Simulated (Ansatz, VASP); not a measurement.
# Te2I3: VASP beside Ansatz

```xyz
5
Lattice="5.0826 0.0000 0.0000 0.0000 5.0826 0.0000 0.0000 0.0000 8.4853" Properties=species:S:1:pos:R:3 pbc="T T T"
Te    2.5413    0.0000    8.0249
Te    0.0000    2.5413    8.0249
I     2.5413    0.0000    5.3464
I     0.0000    2.5413    5.3464
I     2.5413    2.5413    2.2409
```

Alike in both runs: functional PBE; k mesh 8 × 8 × 6; occupations gaussian, width 0.1 eV; no spin polarisation.

Ansatz relaxed the structure, and its values are those at the end. VASP's run is a single point on that final structure, the one shown.

```csv
,VASP,Ansatz
version,VASP 6.6.1,Ansatz 0.2.0
potentials or method,"VASP PAW PBE potentials, release 64 (Te, I), cutoff 520 eV","scalar-relativistic, plane waves, PAW"
valence electrons in the cell,33,83
```

```csv
,VASP,Ansatz,Ansatz less VASP
gap on the k mesh at the Fermi level (eV),none,none,-
pressure (GPa),0.0,0.0,+0.01
rms of the force components (eV/Å),0.003,0.003,-0.0003
```

A gap of «none» marks a metal or a gap that the smearing closes. With one functional, cell and mesh, what is left measures potentials, basis and numerics. VASP's potentials hold 33 valence electrons a cell and Ansatz's 83, so a difference there can come from the potentials and not from the codes.

Neither program's run includes spin-orbit coupling.
